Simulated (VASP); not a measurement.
The system is Al4BSbP2.

```
CELL_PARAMETERS angstrom
5.30000 0.00000 0.00000
0.00000 5.30000 0.00000
0.00000 0.00000 5.30000
ATOMIC_POSITIONS crystal
Al 0.22500 0.77500 0.76500
Al 0.77500 0.22500 0.76500
Al 0.77500 0.77500 0.23500
Al 0.22500 0.22500 0.23500
B 0.00000 0.00000 0.00000
Sb 0.50000 0.50000 0.00000
P 0.00000 0.50000 0.50000
P 0.50000 0.00000 0.50000
```

* Program: VASP 6.6.1
* Task: relaxation of cell and atoms
* Functional: PBE
* Potentials or basis: VASP PAW PBE potentials, release 64 (Al, B, Sb, P)
* Cutoff: 600 eV
* k mesh: 3 × 3 × 3
* Occupations: gaussian, width 0.2 eV
* Spin: no spin polarisation

At the start: pressure 13.6 GPa; volume 18.61 Å³/atom.

Question: How do energy, volume and symmetry change on relaxing?

Answer: Over 12 steps the energy falls by 183.8 meV/atom and the volume is 20.97 Å³/atom (+12.7 %); space group P-42m (No. 111, to 0.1 Å) before and after.

Step by step:
```tsv
step	energy change (eV)	largest force (eV/Å)	pressure (GPa)	volume (Å³)
1	0.0000	2.4474	13.56	148.88
2	-1.0615	0.2973	-5.63	185.45
3	-1.2749	0.7566	-1.57	173.23
4	-1.2747	0.7804	-1.37	172.72
5	-1.3951	0.3972	-0.42	169.72
6	-1.4365	0.0279	0.65	166.81
7	-1.4367	0.0129	0.71	166.64
8	-1.4544	0.0812	-0.20	168.53
9	-1.4561	0.1192	-0.58	169.35
10	-1.4674	0.1114	-0.18	168.30
11	-1.4684	0.1071	-0.03	167.90
12	-1.4706	0.0524	0.07	167.79
```

Final structure:
```
CELL_PARAMETERS angstrom
5.39968 0.00000 0.00000
0.00000 5.39968 0.00000
0.00000 0.00000 5.75485
ATOMIC_POSITIONS crystal
Al 0.20842 0.79158 0.74521
Al 0.79158 0.20842 0.74521
Al 0.79158 0.79158 0.25479
Al 0.20842 0.20842 0.25479
B 0.00000 0.00000 0.00000
Sb 0.50000 0.50000 0.00000
P 0.00000 0.50000 0.50000
P 0.50000 0.00000 0.50000
```

Caveat: the k points lie up to 0.39 Å⁻¹ apart in the final cell; the relaxation stopped at a loose force limit of 0.08 eV/Å, so its end isn't a converged minimum.
